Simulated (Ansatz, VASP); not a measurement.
## Mo: VASP beside Ansatz

```
Mo
1.0
    -2.00387    2.00387    1.05129
     2.00387   -2.00387    1.05129
     2.00387    2.00387   -1.05129
Mo
2
Direct
  0.62500 0.87500 0.75000
  0.37500 0.12500 0.25000
```

Change from the starting cell: volume scaled by 0.5, LAPW.

Alike in both runs: task single point; functional PBE; k mesh 18 × 18 × 18; occupations fermi-dirac, width 0.05 eV; no spin polarisation.

|  | VASP | Ansatz |
| --- | --- | --- |
| version | VASP 6.6.1 | Ansatz 0.2.0 |
| potentials or method | VASP PAW PBE potentials, release 64 (Mo_sv), cutoff 520 eV | all-electron LAPW, scalar-relativistic |

```csv
,VASP,Ansatz,Ansatz less VASP
pressure (GPa),595.4,580.1,-15.26
"traceless stress, the component that is largest in VASP (GPa)",1.51,0.08,-1.431
```

Both programs put the cell under a high pressure, so it lies far from rest at this level. Ansatz ran all-electron here, and VASP with PAW potentials.

Noted on VASP's run: the cell as given lies far from equilibrium.
